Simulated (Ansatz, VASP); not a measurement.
## Two plane-wave programs on Pt

```
Pt
1.0
     2.93560    0.00000    0.00000
    -1.46780    2.54230    0.00000
     0.00000    0.00000    4.05620
Pt
2
Direct
  0.66667 0.33333 0.75000
  0.33333 0.66667 0.25000
```

Alike in both runs: task single point; functional PBEsol; k mesh 30 × 30 × 14; occupations gaussian, width 0.15 eV; no spin polarisation.

|  | VASP | Ansatz |
| --- | --- | --- |
| version | VASP 6.6.1 | Ansatz 0.2.0 |
| potentials or method | VASP PAW PBE potentials, release 64 (Pt), cutoff 520 eV | scalar-relativistic, plane waves, PAW |
| valence electrons in the cell | 20 | 36 |

VASP gave:

```
gap on the k mesh at the Fermi level (eV)                     : none
pressure (GPa)                                                : 7.2
traceless stress, the component that is largest in VASP (GPa) : 9.89
```

Estimate Ansatz's values.

gap on the k mesh at the Fermi level (eV): none; pressure (GPa): 7.6; traceless stress, the component that is largest in VASP (GPa): 9.92.

VASP's potentials were made for PBE, not for PBEsol. A gap of «none» marks a metal or a gap that the smearing closes. With one functional, cell and mesh, what is left measures potentials, basis and numerics. VASP's potentials hold 20 valence electrons a cell and Ansatz's 36, so a difference there can come from the potentials and not from the codes.

Neither program's run includes spin-orbit coupling.
